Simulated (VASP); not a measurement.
Here is a VASP 6.6.1 calculation.

Contents of POSCAR:

```
ZnO
1.0
    3.2353522072      0.0000000000      0.0000000000
   -1.6176761036      2.8018972017      0.0000000000
    0.0000000000      0.0000000000      5.2109131099
Zn O
2 2
Direct
    0.3333333333      0.6666666667      0.4996551081
    0.6666666667      0.3333333333     -0.0003448919
    0.6666666667      0.3333333333      0.3793548919
    0.3333333333      0.6666666667      0.8793548919
```

The input INCAR.step1:

```
PREC     = Accurate       # precision mode
ENCUT    = 520            # plane-wave cutoff, eV
EDIFF    = 1E-5           # SCF threshold, eV
ISMEAR   = 0              # smearing method
SIGMA    = 0.01           # smearing width, eV
LREAL    = False          # projectors in reciprocal space
LASPH    = True           # aspherical terms in the spheres
NELM     = 60             # most SCF steps
ALGO     = Normal         # electronic algorithm
ISIF     = 2              # what is computed and relaxed
LWAVE    = True           # write WAVECAR
NBANDS   = 26             # bands
GGA      = PE             # functional
```

The input INCAR.step2:

```
PREC     = Accurate       # precision mode
ENCUT    = 520            # plane-wave cutoff, eV
EDIFF    = 1E-7           # SCF threshold, eV
ISMEAR   = 0              # smearing method
SIGMA    = 0.01           # smearing width, eV
LREAL    = False          # projectors in reciprocal space
LASPH    = True           # aspherical terms in the spheres
NELM     = 60             # most SCF steps
ALGO     = Normal         # electronic algorithm
ISIF     = 2              # what is computed and relaxed
LWAVE    = False          # write WAVECAR
LCHARG   = True           # write CHGCAR
GGA      = PE             # functional
LHFCALC  = True           # exact exchange
AEXX     = 0.5            # exact-exchange fraction
HFSCREEN = 0.3            # screening, 1/A
PRECFOCK = Normal       
LELF     = True           # ELF
LVHAR    = True         
NBANDS   = 26             # bands
ISTART   = 1
```

File KPOINTS:

```
Automatic mesh
0
Gamma
  6 6 2
```

Potentials or basis: VASP PAW PBE potentials, release 64 (Zn, O).

Command:

```console
$ cat potpaw_PBE.64/Zn/POTCAR potpaw_PBE.64/O/POTCAR > POTCAR
$ cp INCAR.step1 INCAR
$ mpirun -np 1 vasp_std > vasp.out
$ cp INCAR.step2 INCAR
$ mpirun -np 1 vasp_std > vasp.out
```

(1) Estimate the band gap on the k mesh.

(2) Predict the largest force.

## Answers

(1) 3.83 eV.

(2) 0.016 eV/Å.

Caveat: the k points lie up to 0.60 Å⁻¹ apart; the PAW data sets were made with another functional, which shifts forces and pressure a little.
